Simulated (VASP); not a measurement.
Set up this calculation in VASP 6.6.1, as the native input.

- Task: single point
- Functional: PBE
- Potentials or basis: VASP PAW PBE potentials, release 64 (Si, N)
- Cutoff: 520 eV
- k mesh: 4 × 4 × 4
- Occupations: gaussian, width 0.1 eV
- Spin: no spin polarisation
- Dipole correction: no
- Further INCAR settings: ALGO = Normal; EDIFF = 1e-06; NBANDS = 22

The structure of Si5N lies in POSCAR:

```
Si5N
1.0
    0.0000000000      3.7852756247      3.7852756247
    3.7852756247      0.0000000000      3.7852756247
    3.7852756247      3.7852756247      0.0000000000
Si N
5 1
Direct
    0.6386424605      0.6386424605      0.6386424605
    0.6386424605      0.6386424605      0.0840726185
    0.6386424605      0.0840726185      0.6386424605
    0.0840726185      0.6386424605      0.6386424605
    0.0000000000      0.0000000000      0.0000000000
    0.5000000000      0.5000000000      0.5000000000
```

One way to write it, as run:

INCAR

```
SYSTEM = Si5N
ALGO = Normal
EDIFF = 1E-6
ENCUT = 520
GGA = PE
ISIF = 2
ISMEAR = 0
LASPH = .TRUE.
LCHARG = .FALSE.
LREAL = .FALSE.
LWAVE = .FALSE.
NBANDS = 22
NELM = 80
PREC = Accurate
SIGMA = 0.1
```

KPOINTS

```
k-points
0
G
  4 4 4
  0 0 0
```

Potentials or basis: VASP PAW PBE potentials, release 64 (Si, N).

Run with:

```sh
$ cat potpaw_PBE.64/Si/POTCAR potpaw_PBE.64/N/POTCAR > POTCAR
$ mpirun -np 1 vasp_std > vasp.out
```

It gave:

```
Pressure      : 0.0 GPa
Largest force : 0.006 eV/Å
```

Run time: 51 s on 1 thread of Intel Xeon 6975P-C, on a shared host, peak memory 0.2 GiB.
